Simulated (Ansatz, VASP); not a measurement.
**One calculation of InSe, two programs**

File INCAR:

```
ALGO     = Normal         # electronic algorithm
DIPOL    = 0.5 0.5 0.412
EDIFF    = 1E-6           # SCF threshold, eV
ENCUT    = 400            # plane-wave cutoff, eV
GGA      = PE             # functional
GGA_COMPAT= False        
IDIPOL   = 3            
ISIF     = 2              # what is computed and relaxed
ISMEAR   = 0              # smearing method
IVDW     = 12             # dispersion correction
LASPH    = True           # aspherical terms in the spheres
LCHARG   = False          # write CHGCAR
LDIPOL   = True         
LREAL    = False          # projectors in reciprocal space
LWAVE    = False          # write WAVECAR
NBANDS   = 48             # bands
NELM     = 120            # most SCF steps
NELMDL   = -8           
PREC     = Accurate       # precision mode
SIGMA    = 0.05           # smearing width, eV
```

File KPOINTS:

```
k-points
0
Gamma
  9 9 1
```

File POSCAR:

```
InSe
1.0
    4.0266103653      0.0000000000      0.0000000000
   -2.0133051827      3.4871468675      0.0000000000
    0.0000000000      0.0000000000     28.2707107737
Se In
4 4
Direct
    0.0000000000      0.0000000000      0.1591753400
    0.0000000000      0.0000000000      0.3496677344
    0.4444444444      0.8888888889      0.4738244996
    0.4444444444      0.8888888889      0.6643168940
    0.6666666667      0.3333333333      0.2049979902
    0.6666666667      0.3333333333      0.3038451596
    1.1111111111      1.2222222222      0.5196471499
    1.1111111111      1.2222222222      0.6184943192
```

Input for Ansatz:

```yaml
crystal:
  lattice:
    - [4.0266103653, 0.0, 0.0]
    - [-2.0133051827, 3.4871468675, 0.0]
    - [0.0, 0.0, 28.2707107737]
  atoms:
    - { symbol: Se, position: [0.0, 0.0, 0.15917534] }
    - { symbol: In, position: [0.6666666667, 0.3333333333, 0.2049979902] }
    - { symbol: In, position: [0.6666666667, 0.3333333333, 0.3038451596] }
    - { symbol: Se, position: [0.0, 0.0, 0.3496677344] }
    - { symbol: Se, position: [0.4444444444, 0.8888888889, 0.4738244996] }
    - { symbol: In, position: [1.1111111111, 1.2222222222, 0.5196471499] }
    - { symbol: In, position: [1.1111111111, 1.2222222222, 0.6184943192] }
    - { symbol: Se, position: [0.4444444444, 0.8888888889, 0.664316894] }
basis:
  ecutwfc: 420
kpoints:
  mp_grid: { grid: [9, 9, 1] }
hamiltonian:
  xc: pbe
  pseudopotentials: { kind: paw, azcp: { folder: soft_1 } }
  dispersion: d3bj
scf:
  occupations: { method: gaussian, width: 0.05 }
output:
  forces: true
  eigenvalues: true
efield:
  axis: 3
  dipole_correction: true
  ramp_width: 0.04
```

Alike in both runs: task single point; functional PBE; dispersion D3(BJ); k mesh 9 × 9 × 1; occupations gaussian, width 0.05 eV; no spin polarisation.

|  | VASP | Ansatz |
| --- | --- | --- |
| version | VASP 6.6.1 | Ansatz 0.2.0 |
| potentials or method | VASP PAW PBE potentials, release 64 (Se, In_d), cutoff 400 eV | scalar-relativistic, plane waves, PAW |
| valence electrons in the cell | 76 | 116 |

VASP gave:

* gap on the k mesh at the Fermi level (eV): 1.21
* least direct gap on the mesh (eV): 1.25
* rms of the force components (eV/Å): 0.022

Q: Estimate Ansatz's values.

A: gap on the k mesh at the Fermi level (eV): 1.22; least direct gap on the mesh (eV): 1.26; rms of the force components (eV/Å): 0.020.

VASP's potentials hold 76 valence electrons a cell and Ansatz's 116, so a difference there can come from the potentials and not from the codes.
